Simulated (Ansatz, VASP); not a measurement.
# MnS: VASP beside Ansatz

```xyz
2
Lattice="0.0000 2.4735 2.4735 2.4735 0.0000 2.4735 2.4735 2.4735 0.0000" Properties=species:S:1:pos:R:3 pbc="T T T"
Mn    0.0000    0.0000    0.0000
S     3.7102    3.7102    3.7102
```

Alike in both runs: task single point; functional PBE; k mesh 8 × 8 × 8; occupations fermi-dirac, width 0.05 eV; collinear spin; fixed moment 8 μB.

```csv
,VASP,Ansatz
version,VASP 6.6.1,Ansatz 0.2.0
potentials or method,"VASP PAW PBE potentials, release 64 (Mn_pv, S)",Ansatz PAW
plane-wave cutoff (eV),520,420
valence electrons in the cell,19,21
```

Ansatz gave:

- net moment per atom (μB): 4.00
- size of the moment on the site where the two differ most (μB): 4.26

Problem. Estimate VASP's values.

Solution. net moment per atom (μB): 4.00; size of the moment on the site where the two differ most (μB): 4.95.

Site moments also hang on the region over which each program counts them. VASP's potentials hold 19 valence electrons a cell and Ansatz's 21, so a difference there can come from the potentials and not from the codes.
